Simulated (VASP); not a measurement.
Crystal: TlZnBr3.

```
CELL_PARAMETERS angstrom
4.77870 0.00000 0.00000
0.00000 4.77870 0.00000
0.00000 0.00000 4.77870
ATOMIC_POSITIONS crystal
Tl 0.00000 0.00000 0.00000
Zn 0.50000 0.50000 0.50000
Br 0.50000 0.50000 0.00000
Br 0.50000 0.00000 0.50000
Br 0.00000 0.50000 0.50000
```

```yaml
Program: VASP 6.6.1
Task: relaxation of cell and atoms
Functional: PBEsol
Potentials_or_basis: VASP PAW PBE potentials, release 64 (Tl_d, Zn, Br)
Cutoff: 600 eV
k_mesh: 4 × 4 × 4
Occupations: fermi-dirac, width 0.03 eV
Spin: no spin polarisation
```

At the start: pressure 13.6 GPa; volume 21.83 Å³/atom.

Task: Where does the relaxation end?

Result: Over 4 steps the energy falls by 181.9 meV/atom and the volume is 27.16 Å³/atom (+24.4 %); space group Pm-3m (No. 221, to 0.05 Å).

The path:
```tsv
step	energy change (eV)	largest force (eV/Å)	pressure (GPa)	volume (Å³)
1	0.0000	0.0000	13.57	109.13
2	-0.8868	0.0000	-1.29	141.00
3	-0.9093	0.0000	0.12	135.22
4	-0.9094	0.0000	-0.03	135.78
```

Final structure:
```xyz
5
Lattice="5.1398 0.0000 0.0000 0.0000 5.1398 0.0000 0.0000 0.0000 5.1398" Properties=species:S:1:pos:R:3 pbc="T T T"
Tl    0.0000    0.0000    0.0000
Zn    2.5699    2.5699    2.5699
Br    2.5699    2.5699    0.0000
Br    2.5699    0.0000    2.5699
Br    0.0000    2.5699    2.5699
```

Caveat: the volume moved by over 15 % at a fixed basis, so the end points are rough; the PAW data sets were made with another functional, which shifts forces and pressure a little.
